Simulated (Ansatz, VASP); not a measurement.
**One calculation of AlN, two programs**

```
Al N
1.0
     0.00000    2.15448    2.15448
     2.15448    0.00000    2.15448
     2.15448    2.15448    0.00000
Al N
1 1
Direct
  0.00000 0.00000 0.00000
  0.25000 0.25000 0.25000
```

Alike in both runs: task single point; functional SVWN5; k mesh 10 × 10 × 10; occupations fermi-dirac, width 0.05 eV; no spin polarisation.

```csv
,VASP,Ansatz
version,VASP 6.6.1,Ansatz 0.2.0
potentials or method,"VASP PAW PBE potentials, release 64 (Al, N_h)",Ansatz PAW
plane-wave cutoff (eV),1330,420
valence electrons in the cell,8,8
```

Ansatz gave:

```
gap on the k mesh at the Fermi level (eV) : 3.26
least direct gap on the mesh (eV)         : 4.60
pressure (GPa)                            : 4.9
```

Question: What did VASP give for the same quantities?

Answer: gap on the k mesh at the Fermi level (eV): 3.25; least direct gap on the mesh (eV): 4.60; pressure (GPa): 6.1.

VASP's potentials were made for PBE, not for SVWN5.
